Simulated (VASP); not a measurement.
TaW3O4:

```
CELL_PARAMETERS angstrom
-2.78061 2.78061 2.78061
2.78061 -2.78061 2.78061
2.78061 2.78061 -2.78061
ATOMIC_POSITIONS crystal
Ta 0.00000 0.00000 0.00000
W 0.50000 0.50000 0.00000
W 0.50000 0.00000 0.50000
W 0.00000 0.50000 0.50000
O 0.50000 0.50000 0.50000
O 0.00000 0.00000 0.50000
O 0.00000 0.50000 0.00000
O 0.50000 0.00000 0.00000
```

| Property | Result |
| --- | --- |
| Program | VASP 6.6.1 |
| Task | relaxation of cell and atoms |
| Functional | PBE |
| Potentials or basis | VASP PAW PBE potentials, release 64 (Ta_pv, W_sv, O) |
| Cutoff | 600 eV |
| k mesh | 4 × 4 × 4 |
| Occupations | gaussian, width 0.1 eV |
| Spin | no spin polarisation |

At the start: pressure 14.0 GPa; volume 10.75 Å³/atom.

**Question.** How do energy, volume and symmetry change on relaxing?

**Answer.** Over 3 steps the energy falls by 23.3 meV/atom and the volume is 11.32 Å³/atom (+5.3 %); space group Im-3m (No. 229, to 0.1 Å) before and after.

Step by step:
| step | energy change (eV) | largest force (eV/Å) | pressure (GPa) | volume (Å³) |
| --- | --- | --- | --- | --- |
| 1 | 0.0000 | 0.0000 | 13.97 | 86.00 |
| 2 | 0.2429 | 0.0000 | -16.50 | 98.20 |
| 3 | -0.1867 | 0.0000 | -0.27 | 90.59 |

Final structure:
```
Ta W O
1.0
    -2.82924    2.82924    2.82924
     2.82924   -2.82924    2.82924
     2.82924    2.82924   -2.82924
Ta W O
1 3 4
Direct
  0.00000 0.00000 0.00000
  0.50000 0.50000 0.00000
  0.50000 0.00000 0.50000
  0.00000 0.50000 0.50000
  0.50000 0.50000 0.50000
  0.00000 0.00000 0.50000
  0.00000 0.50000 0.00000
  0.50000 0.00000 0.00000
```

Caveat: the k points lie up to 0.39 Å⁻¹ apart in the final cell, too coarse for converged energies and pressures of a metal; an odd number of electrons without spin polarisation forces a metal; a magnetic or distorted state may lie lower.
